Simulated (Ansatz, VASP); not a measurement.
TaS2: VASP beside Ansatz

```
Ta S
1.0
     3.31650    0.00000    0.00000
    -1.65825    2.87218    0.00000
     0.00000    0.00000    5.86000
Ta S
1 2
Direct
  0.00000 0.00000 0.00000
  0.33333 0.66667 0.25000
  0.66667 0.33333 0.75000
```

Change from the starting cell: equal xx and yy strain of -1 %.

Alike in both runs: task single point; functional PBE; k mesh 9 × 9 × 5; occupations fermi-dirac, width 0.03 eV; no spin polarisation.

```csv
,VASP,Ansatz
version,VASP 6.6.1,Ansatz 0.2.0
potentials or method,"VASP PAW PBE potentials, release 64 (Ta_pv, S), cutoff 500 eV","all-electron LAPW, scalar-relativistic"
```

VASP gave:

```
pressure (GPa)                                                : 12.5
traceless stress, the component that is largest in VASP (GPa) : 2.79
rms of the force components (eV/Å)                            : 0.731
```

What did Ansatz give for the same quantities?

Pressure (GPa): 12.5; traceless stress, the component that is largest in VASP (GPa): 2.72; rms of the force components (eV/Å): 0.722.

Atom by atom the forces differ by 0.009 eV/Å (rms over components). Ansatz ran all-electron here, and VASP with PAW potentials.

Neither program's run includes spin-orbit coupling.
